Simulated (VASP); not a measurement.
SiC: single point with PBE

SiC:

```
Si C
1.0
     5.33538    0.00000    0.00000
     0.00000    5.33538    0.00000
     0.00000    0.00000    2.93396
Si C
4 4
Direct
  0.67179 0.67179 0.50000
  0.17179 0.82821 0.25000
  0.32821 0.32821 0.00000
  0.82821 0.17179 0.75000
  0.82943 0.82943 0.00000
  0.32943 0.67057 0.75000
  0.17057 0.17057 0.50000
  0.67057 0.32943 0.25000
```

The cell was generated, and may not be a known phase.

- Program: VASP 6.6.1
- Task: single point
- Functional: PBE
- Potentials or basis: VASP PAW PBE potentials, release 64 (Si, C)
- Cutoff: 520 eV
- k mesh: 4 × 4 × 6
- Occupations: gaussian, width 0.1 eV
- Spin: no spin polarisation
- Dipole correction: no
- Further INCAR settings: ALGO = Normal; EDIFF = 1e-06; NBANDS = 26

| Property | Result |
| --- | --- |
| Pressure | 0.0 GPa |
| Band gap on the k mesh | 0.56 eV (least direct gap 2.28 eV) |

Forces on the atoms (eV/Å):
```
Si   0.002  0.002  0.000
Si   0.002 -0.002  0.000
Si  -0.002 -0.002  0.000
Si  -0.002  0.002  0.000
C   -0.001 -0.001  0.000
C   -0.001  0.001  0.000
C    0.001  0.001  0.000
C    0.001 -0.001  0.000
```

Stress tensor (GPa, compression positive):
```
0.01 0.00 0.00
0.00 0.01 0.00
0.00 0.00 0.09
```

Levels at points of the mesh, in eV from the valence-band top:
```
           k point  band 14  band 15  band 16  band 17  band 18  band 19
(0.00, 0.00, 0.00)    -0.43    -0.43     0.00     3.46     4.45     4.45
(0.50, 0.00, 0.00)    -1.02    -0.88    -0.88     3.67     3.67     4.77
(0.50, 0.50, 0.00)    -1.16    -0.91    -0.91     2.75     2.75     4.72
(0.00, 0.00, 0.50)    -2.86    -2.84    -2.84     0.56     0.56     5.12
(0.50, 0.00, 0.50)    -1.84    -1.30    -1.30     2.08     2.08     3.62
(0.50, 0.50, 0.50)    -1.66    -1.66    -1.66     2.22     2.22     2.22
```

Run time: 62 s on 1 thread of Intel Xeon 8259CL, on a shared host, peak memory 0.2 GiB.

Caveat: semilocal functionals underestimate gaps, and a narrow one can read as zero. A k mesh can miss the band edges.
